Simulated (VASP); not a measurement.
Al:

```xyz
1
Lattice="0.0000 1.9403 1.9403 1.9403 0.0000 1.9403 1.9403 1.9403 0.0000" Properties=species:S:1:pos:R:3 pbc="T T T"
Al    0.0000    0.0000    0.0000
```

This cell differs from its parent crystal: volume scaled by 0.88.

- Program: VASP 6.6.1
- Task: relaxation of cell and atoms
- Functional: PBE
- Dispersion: D4
- Potentials or basis: VASP PAW PBE potentials, release 64 (Al)
- Cutoff: 600 eV
- k mesh: 11 × 11 × 11
- Occupations: gaussian, width 0.025 eV
- Spin: no spin polarisation

At the start: pressure 8.6 GPa; volume 14.61 Å³/atom.

**Question.** Where does the relaxation end?

**Answer.** Over 3 steps the energy falls by 30.5 meV/atom and the volume is 15.84 Å³/atom (+8.4 %); space group Fm-3m (No. 225, to 0.05 Å).

The path:
| step | energy change (eV) | largest force (eV/Å) | pressure (GPa) | volume (Å³) |
| --- | --- | --- | --- | --- |
| 1 | 0.0000 | 0.0000 | 8.56 | 14.61 |
| 2 | -0.0266 | 0.0000 | -2.46 | 16.32 |
| 3 | -0.0305 | 0.0000 | 0.02 | 15.84 |

Final structure:
```cif
data_structure
_symmetry_space_group_name_H-M 'P 1'
_symmetry_Int_Tables_number 1
_cell_length_a 2.8187
_cell_length_b 2.8187
_cell_length_c 2.8187
_cell_angle_alpha 60.000
_cell_angle_beta 60.000
_cell_angle_gamma 60.000
_cell_volume 15.84
loop_
_atom_site_label
_atom_site_type_symbol
_atom_site_fract_x
_atom_site_fract_y
_atom_site_fract_z
_atom_site_occupancy
Al1 Al 0.00000 0.00000 0.00000 1
```

Caveat: the cell differs from its parent crystal (volume scaled by 0.88); pairwise dispersion overbinds metals, which lowers pressure and volume.
